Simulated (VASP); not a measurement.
# La (Im-3m) in VASP: a series of runs

La is run at these levels: PBE; tasks: single point, relaxation of cell and atoms.

Program: VASP 6.6.1. These are calculated values, not measurements. Logs are shortened: lines on timing, memory, paths and dates and some standing lists are left out, and cuts for length are marked.

## 1. The cell of the first run

The structure is cubic, space group Im-3m (No. 229). The conventional cell has a = 3.983 Å, b = 3.983 Å, c = 3.983 Å, α = 90.00°, β = 90.00°, γ = 90.00°. La (site symmetry m-3m) has 14 La at 3.45 to 3.98 Å within 4.5 Å.

## 2. Single point, PBE

The input, INCAR:

```
SYSTEM = La
PREC = Accurate
ENCUT = 520
EDIFF = 1E-6
ISMEAR = -1
SIGMA = 0.05
LREAL = .False.
LASPH = .True.
NELM = 60
ALGO = Normal
ISIF = 2
LWAVE = .False.
LCHARG = .False.
GGA = PE
NBANDS = 12
```

The input, KPOINTS:

```
Automatic mesh
0
Gamma
  14 14 14
  0 0 0
```

The input, POSCAR:

```
La
1.0
   -1.9914187200      1.9914187200      1.9914187200
    1.9914187200     -1.9914187200      1.9914187200
    1.9914187200      1.9914187200     -1.9914187200
La
1
Direct
    0.0000000000      0.0000000000      0.0000000000
```

Potentials or basis: VASP PAW PBE potentials, release 64 (La).

Launch:

```sh
> cat potpaw_PBE.64/La/POTCAR > POTCAR
> mpirun -np 1 vasp_std > vasp.out
```

OUTCAR:

```text
SYSTEM = La
   PREC = Accurate
   ENCUT = 520
   EDIFF = 1E-6
   ISMEAR = -1
   LREAL = .False.
   LASPH = .True.
   NELM = 60
   ISIF = 2
   GGA = PE

 ion  position               nearest neighbor table
   1  0.000  0.000  0.000-

  LATTYP: Found a body centered cubic cell.
 ALAT       =     3.9828374400

  Lattice vectors:

 A1 = (  -1.9914187200,   1.9914187200,   1.9914187200)
 A2 = (   1.9914187200,  -1.9914187200,   1.9914187200)
 A3 = (   1.9914187200,   1.9914187200,  -1.9914187200)

Analysis of symmetry for initial positions (statically):
=====================================================================
 Subroutine PRICEL returns:
 Original cell was already a primitive cell.

 Routine SETGRP: Setting up the symmetry group for a
 body centered cubic supercell.

 Subroutine GETGRP returns: Found 48 space group operations
 (whereof 48 operations were pure point group operations)
 out of a pool of 48 trial point group operations.

The static configuration has the point symmetry O_h .

Analysis of symmetry for dynamics (positions and initial velocities):
=====================================================================
 Subroutine PRICEL returns:
 Original cell was already a primitive cell.

 Routine SETGRP: Setting up the symmetry group for a
 body centered cubic supercell.

 Subroutine GETGRP returns: Found 48 space group operations
 (whereof 48 operations were pure point group operations)
 out of a pool of 48 trial point group operations.

The dynamic configuration has the point symmetry O_h .

 Subroutine INISYM returns: Found 48 space group operations
 (whereof 48 operations are pure point group operations),
 and found     1 'primitive' translations

----------------------------------------------------------------------------------------

                                     Primitive cell

  volume of cell :      31.5899

  direct lattice vectors                    reciprocal lattice vectors
    -1.991418720  1.991418720  1.991418720     0.000000000  0.251077282  0.251077282
     1.991418720 -1.991418720  1.991418720     0.251077282  0.000000000  0.251077282
     1.991418720  1.991418720 -1.991418720     0.251077282  0.251077282  0.000000000

  length of vectors
     3.449238402  3.449238402  3.449238402     0.355076898  0.355076898  0.355076898

  position of ions in fractional coordinates (direct lattice)
     0.000000000  0.000000000  0.000000000

  ion indices of the primitive-cell ions
   primitive index   ion index
                 1           1

----------------------------------------------------------------------------------------

 KPOINTS: Automatic mesh

Automatic generation of k-mesh.
 Grid dimensions read from file:
 generate k-points for:   14   14   14

 Generating k-lattice:

  Cartesian coordinates                     Fractional coordinates (reciprocal lattice)
     0.000000000  0.017934092  0.017934092     0.071428571  0.000000000  0.000000000
     0.017934092  0.000000000  0.017934092     0.000000000  0.071428571  0.000000000
     0.017934092  0.017934092  0.000000000     0.000000000  0.000000000  0.071428571

  Length of vectors
     0.025362636  0.025362636  0.025362636

  Shift w.r.t. Gamma in fractional coordinates (k-lattice)
     0.000000000  0.000000000  0.000000000

 Subroutine IBZKPT returns following result:
 ===========================================

 Found    104 irreducible k-points:

 Following reciprocal coordinates:
            Coordinates               Weight
  0.000000  0.000000  0.000000      1.000000
  0.071429  0.000000  0.000000     12.000000
  0.142857  0.000000  0.000000     12.000000
  0.214286  0.000000  0.000000     12.000000
  0.285714  0.000000  0.000000     12.000000
  0.357143  0.000000  0.000000     12.000000
[... 16 lines left out ...]
  0.285714  0.285714  0.000000     24.000000
  0.357143  0.285714 -0.000000     24.000000
 [... further k-points ...]
   k-points           NKPTS =    104   k-points in BZ     NKDIM =    104   number of bands    NBANDS=     12
   number of dos      NEDOS =    301   number of ions     NIONS =      1
   total plane-waves  NPLWV =  21952
   dimension x,y,z NGX =    28 NGY =   28 NGZ =   28
   dimension x,y,z NGXF=    56 NGYF=   56 NGZF=   56
   ions per type =               1
   NGX,Y,Z   is equivalent  to a cutoff of  13.50, 13.50, 13.50 a.u.
   NGXF,Y,Z  is equivalent  to a cutoff of  26.99, 26.99, 26.99 a.u.
 SYSTEM =  La
   PREC   = accura    normal or accurate (medium, high low for compatibility)
   ISTART =      0    job   : 0-new  1-cont  2-samecut
   ICHARG =      2    charge: 1-file 2-atom 10-const
   ISPIN  =      1    spin polarized calculation?
   LNONCOLLINEAR =      F non collinear calculations
   LSORBIT =      F    spin-orbit coupling
   LASPH  =      T    aspherical Exc in radial PAW
   ENCUT  =  520.0 eV  38.22 Ry    6.18 a.u.   6.41  6.41  6.41*2*pi/ulx,y,z
   NELM   =     60;   NELMIN=  2; NELMDL= -5     # of ELM steps
   EDIFF  = 0.1E-05   stopping-criterion for ELM
   LREAL  =      F    real-space projection
   EDIFFG = 0.1E-04   stopping-criterion for IOM
   NSW    =      0    number of steps for IOM
   IBRION =     -1    ionic relax: 0-MD 1-quasi-New 2-CG
   NFREE  =      0    steps in history (QN), initial steepest desc. (CG)
   ISIF   =      2    stress and relaxation
   ISYM   =      2    0-nonsym 1-usesym 2-fastsym
   POTIM  = 0.5000    time-step for ionic-motion
   TEBEG  =    0.0;   TEEND  =   0.0 temperature during run
   PSTRESS=    0.0 pullay stress
   NELECT =      11.0000    total number of electrons
   NUPDOWN=      -1.0000    fix difference up-down
   EMIN   =  10.00;   EMAX   =-10.00  energy-range for DOS
   EFERMI =   0.00;   METHOD = LEGACY
   ISMEAR =    -1;   SIGMA  =   0.05  broadening in eV -4-tet -1-fermi 0-gaus
   EFERMI_NEDOS =   21; number of points for ismear=-14 and -15
   IALGO  =     38    algorithm
   IMIX   =      4    mixing-type and parameters
     AMIX     =   0.40;   BMIX     =  1.00
     AMIX_MAG =   1.60;   BMIX_MAG =  1.00
  volume/ion in A,a.u.               =      31.59       213.18
  Fermi-wavevector in a.u.,A,eV,Ry     =   1.151745  2.176483 18.048365  1.326517
  Thomas-Fermi vector in A             =   2.288401
   LORBIT       =      0    0 simple, 1 ext, 2 COOP (PROOUT), +10 PAW based schemes
   GGA     = PE    functional components
   LHFCALC =     F    Hartree Fock is set to
   AEXX    =    0.0000 exact exchange contribution
   IVDW    =     0    specifies the selected vdW correction
   LEPSILON=     F    determine dielectric tensor
   LRPA    =     F    only Hartree local field effects (RPA)
 non-spin polarized calculation
  energy-cutoff  :      520.00
  volume of cell :       31.59
 maximum number of plane-waves:       887
 NGX is ok and might be reduce to    28
   NGX = 13   NGY = 13   NGZ = 13

 number of electron      11.0000001 magnetization

 Free energy of the ion-electron system (eV)
  ---------------------------------------------------
  ext. energy  EPLUGINS =         0.00000000
  ---------------------------------------------------
  free energy    TOTEN  =        -4.66321494 eV

  energy without entropy =       -4.64015097  energy(sigma->0) =       -4.65168296

 E-fermi :   9.4666     XC(G=0): -10.2396

 val. band max:        9.4510881701   @ k =   0.1429   0.1429   0.1429
 cond. band min:       9.4712426959   @ k =   0.2857   0.2143  -0.0000
 fundamental gap:      0.0201545259
 Fermi energy:         9.4666219741

 k-point     1 :       0.0000    0.0000    0.0000
  band No.  band energies     occupation
      1     -23.2164      2.00000
      2      -5.7910      2.00000
      3      -5.7910      2.00000
      4      -5.7910      2.00000
      5       6.5590      2.00000
      6      11.1438      0.00000
      7      11.1438      0.00000
      8      11.1438      0.00000
      9      11.2049      0.00000
     10      11.2049      0.00000
     11      11.2049      0.00000
     12      12.2435      0.00000

 k-point     2 :       0.0714    0.0000    0.0000
  band No.  band energies     occupation
      1     -23.1981      2.00000
      2      -5.9173      2.00000
      3      -5.8266      2.00000
      4      -5.7930      2.00000
      5       6.7620      2.00000
      6      10.7963      0.00000
      7      10.7968      0.00000
      8      11.1945      0.00000
      9      11.2285      0.00000
     10      11.4719      0.00000
     11      11.4841      0.00000
     12      12.2210      0.00000

 k-point     3 :       0.1429    0.0000    0.0000
  band No.  band energies     occupation
      1     -23.1466      2.00000
      2      -6.2561      2.00000
      3      -5.9248      2.00000
      4      -5.7989      2.00000
      5       7.2834      2.00000
      6      10.3848      0.00000
      7      10.3969      0.00000
      8      11.1721      0.00000
      9      11.4059      0.00000
     10      11.6705      0.00000
     11      11.7121      0.00000
     12      12.1663      0.00000

 k-point     4 :       0.2143    0.0000    0.0000
  band No.  band energies     occupation
      1     -23.0707      2.00000
      2      -6.7126      2.00000
      3      -6.0623      2.00000
      4      -5.8076      2.00000
      5       7.8190      2.00000
      6       9.9812      0.00007
      7      10.2126      0.00000
      8      11.1572      0.00000
      9      11.5522      0.00000
     10      11.7662      0.00000
     11      11.8693      0.00000
     12      12.1302      0.00000

 k-point     5 :       0.2857    0.0000    0.0000
  band No.  band energies     occupation
      1     -22.9845      2.00000
      2      -7.1832      2.00000
      3      -6.2091      2.00000
      4      -5.8175      2.00000
      5       7.9340      2.00000
      6       9.6269      0.07794
      7      10.5778      0.00000
      8      11.1637      0.00000
      9      11.6411      0.00000
     10      11.8264      0.00000
     11      11.9717      0.00000
     12      12.1253      0.00000

 k-point     6 :       0.3571    0.0000    0.0000
  band No.  band energies     occupation
      1     -22.9048      2.00000
      2      -7.5816      2.00000
      3      -6.3367      2.00000
      4      -5.8266      2.00000
      5       7.7313      2.00000
      6       9.3535      1.81160
      7      11.1383      0.00000
      8      11.1877      0.00000
      9      11.6928      0.00000
     10      11.9444      0.00000
     11      12.0344      0.00000
     12      12.1472      0.00000

 k-point     7 :       0.4286    0.0000    0.0000
  band No.  band energies     occupation
      1     -22.8485      2.00000
      2      -7.8457      2.00000
      3      -6.4226      2.00000
      4      -5.8331      2.00000
      5       7.5288      2.00000
      6       9.1817      1.99332
      7      11.2126      0.00000
      8      11.3853      0.00000
      9      11.7205      0.00000
     10      12.0681      0.00000
     11      12.0857      0.00000
     12      12.1777      0.00000

 k-point     8 :       0.5000    0.0000    0.0000
  band No.  band energies     occupation
      1     -22.8282      2.00000
      2      -7.9379      2.00000
      3      -6.4528      2.00000
      4      -5.8354      2.00000
      5       7.4519      2.00000
      6       9.1233      1.99792
      7      11.2228      0.00000
      8      11.4341      0.00000
      9      11.7293      0.00000
     10      12.0787      0.00000
     11      12.1333      0.00000
     12      12.1919      0.00000
[... 166 lines left out ...]
 k-point    20 :       0.2143    0.2143    0.0000
  band No.  band energies     occupation
      1     -22.8843      2.00000
      2      -7.4591      2.00000
      3      -6.5008      2.00000
      4      -5.9980      2.00000
      5       8.5883      2.00000
      6       9.4239      1.40333
      7      10.4401      0.00000
      8      11.3113      0.00000
      9      11.6761      0.00000
     10      11.9072      0.00000
     11      11.9579      0.00000
     12      12.2120      0.00000

 k-point    21 :       0.2857    0.2143   -0.0000
  band No.  band energies     occupation
      1     -22.8292      2.00000
      2      -7.5973      2.00000
      3      -6.7173      2.00000
      4      -6.0295      2.00000
      5       8.5103      2.00000
      6       9.4712      0.95383
      7      10.7392      0.00000
      8      11.4111      0.00000
      9      11.6377      0.00000
     10      11.9701      0.00000
     11      12.0188      0.00000
     12      12.2173      0.00000

 k-point    22 :       0.3571    0.2143    0.0000
  band No.  band energies     occupation
      1     -22.7983      2.00000
      2      -7.6603      2.00000
      3      -6.8526      2.00000
      4      -6.0436      2.00000
      5       8.4154      2.00000
      6       9.5310      0.43262
      7      10.9327      0.00000
      8      11.3922      0.00000
      9      11.6881      0.00000
     10      12.0064      0.00000
     11      12.0796      0.00000
     12      12.1548      0.00000

 k-point    23 :       0.2857    0.2857    0.0000
  band No.  band energies     occupation
      1     -22.7940      2.00000
      2      -7.5471      2.00000
      3      -6.9957      2.00000
      4      -6.0653      2.00000
      5       8.6220      2.00000
      6       9.7127      0.01447
      7      10.6591      0.00000
      8      11.5609      0.00000
      9      11.5825      0.00000
     10      11.9372      0.00000
     11      12.0649      0.00000
     12      12.1858      0.00000

 k-point    24 :       0.3571    0.2857   -0.0000
  band No.  band energies     occupation
      1     -22.7813      2.00000
      2      -7.4737      2.00000
      3      -7.1530      2.00000
      4      -6.0761      2.00000
      5       8.6358      2.00000
      6       9.9160      0.00025
      7      10.5241      0.00000
      8      11.5539      0.00000
      9      11.6919      0.00000
     10      11.8670      0.00000
     11      12.1164      0.00000
     12      12.1256      0.00000

 [... further k-points ...]
[... 5 lines left out ...]
  --------------------------------------------------------------------------------------
  -------------------------------------------------------------------------------------
  Total        1.2090000      1.2090000      1.2090000      0.0000000      0.0000000     -0.0000000
  in kB       61.3181640     61.3181640     61.3181640      0.0000000      0.0000000     -0.0000000
  external PRESSURE =      61.3181640 kB  Pullay stress =       0.0000000 kB

 VOLUME and BASIS-vectors are now :
 -----------------------------------------------------------------------------
  energy-cutoff  :      520.00
  volume of cell :       31.59
      direct lattice vectors                 reciprocal lattice vectors
    -1.991418720  1.991418720  1.991418720     0.000000000  0.251077282  0.251077282
     1.991418720 -1.991418720  1.991418720     0.251077282  0.000000000  0.251077282
     1.991418720  1.991418720 -1.991418720     0.251077282  0.251077282  0.000000000

 POSITION                                       TOTAL-FORCE (eV/Angst)
 -----------------------------------------------------------------------------------
      0.00000      0.00000      0.00000         0.000000      0.000000      0.000000
 -----------------------------------------------------------------------------------
    total drift:                                0.000000      0.000000     -0.000000

  FREE ENERGIE OF THE ION-ELECTRON SYSTEM (eV)
  ---------------------------------------------------
  free  energy   TOTEN  =        -4.6632149407 eV

  energy  without entropy=       -4.6401509749  energy(sigma->0) =       -4.65168296
```

It took 43 s on 1 thread of Intel Xeon Platinum 8488C (Sapphire Rapids), shared host; peak memory 0.2 GiB.

What came out:

```yaml
Free_energy: -4.6632 eV
Pressure: 6.1 GPa
```

Caveat: spin-orbit coupling is left out, which moves the levels of the heavy elements.

(Continued in part 2 of 2.)
